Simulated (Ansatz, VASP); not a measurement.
SiGe4Pt: VASP beside Ansatz

```xyz
6
Lattice="-3.4021 3.4021 2.9342 3.4021 -3.4021 2.9342 3.4021 3.4021 -2.9342" Properties=species:S:1:pos:R:3 pbc="T T T"
Si    0.0000    0.0000    2.9342
Ge    1.1566    4.5587    1.4671
Ge   -1.1566    2.2456    1.4671
Ge    4.5587   -1.1566    1.4671
Ge    2.2456    1.1566    1.4671
Pt    0.0000    0.0000    0.0000
```

Change from the starting cell: species swapped into the Zr4FeNi type (I422, No. 97).

Alike in both runs: task relaxation of cell and atoms; functional PBE; k mesh 4 × 4 × 4; occupations gaussian, width 0.1 eV; no spin polarisation.

|  | VASP | Ansatz |
| --- | --- | --- |
| version | VASP 6.6.1 | Ansatz 0.2.0 |
| potentials or method | VASP PAW PBE potentials, release 64 (Si, Ge_d, Pt), cutoff 600 eV | scalar-relativistic, plane waves, PAW |
| valence electrons in the cell | 70 | 78 |

|  | VASP | Ansatz | Ansatz less VASP |
| --- | --- | --- | --- |
| gap on the k mesh at the Fermi level, each at its own relaxed structure (eV) | none | none | - |
| relaxed volume (Å³/atom) | 18.03 | 18.07 | +0.036 |
| relaxed length of the cell vector where the two differ most in proportion (Å) | 5.199 | 5.203 | +0.0034 |

A gap of «none» marks a metal or a gap that the smearing closes. VASP's potentials hold 70 valence electrons a cell and Ansatz's 78, so a difference there can come from the potentials and not from the codes.

Neither program's run includes spin-orbit coupling. Noted on VASP's run: the volume moved by over 15 % at a fixed basis, so the end points are rough.
